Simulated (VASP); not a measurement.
Crystal: Ge.

```
CELL_PARAMETERS angstrom
1.48805 -2.59469 0.00000
1.48805 2.59469 0.00000
0.00000 0.00000 4.72760
ATOMIC_POSITIONS crystal
Ge 0.33345 0.66655 0.25000
Ge 0.66655 0.33345 0.75000
```

This isn't the form of Ge at room conditions, which is diamond.

```yaml
Program: VASP 6.6.1
Task: relaxation of cell and atoms
Functional: r2SCAN
Potentials_or_basis: VASP PAW PBE potentials, release 64 (Ge_d)
Cutoff: 600 eV
k_mesh: 10 × 10 × 6
Occupations: fermi-dirac, width 0.05 eV
Spin: no spin polarisation
```

At the start: pressure 2.0 GPa; volume 18.25 Å³/atom.

**Question.** How do energy, volume and symmetry change on relaxing?

**Answer.** Over 16 steps the energy falls by 6.3 meV/atom and the volume is 18.67 Å³/atom (+2.3 %); space group P6_3/mmc (No. 194, to 0.1 Å) before and after.

Step by step:
```
step  energy change (eV)  largest force (eV/Å)  pressure (GPa)  volume (Å³)
   1              0.0000                0.0014            2.01        36.51
   2             -0.0101                0.0006           -0.56        37.73
   3             -0.0102                0.0005           -0.41        37.66
   4             -0.0119                0.0024           -0.26        37.52
   5             -0.0121                0.0026           -0.17        37.45
   6             -0.0123                0.0032            0.06        37.33
   7             -0.0123                0.0031            0.16        37.31
   8             -0.0125                0.0034            0.07        37.33
   9             -0.0125                0.0027           -0.01        37.35
  10             -0.0125                0.0032            0.10        37.35
  11             -0.0125                0.0022           -0.05        37.35
  12             -0.0126                0.0027            0.06        37.32
  13             -0.0126                0.0034           -0.03        37.33
  14             -0.0126                0.0025            0.10        37.32
  15             -0.0126                0.0024           -0.08        37.34
  16             -0.0126                0.0033           -0.01        37.33
```

Final structure:
```
Ge
1.0
     1.47153   -2.61388    0.00000
     1.47153    2.61388    0.00000
     0.00000    0.00000    4.85322
Ge
2
Direct
  0.33362 0.66638 0.25000
  0.66638 0.33362 0.75000
```

Caveat: the PAW data sets were made with another functional, which shifts forces and pressure a little.
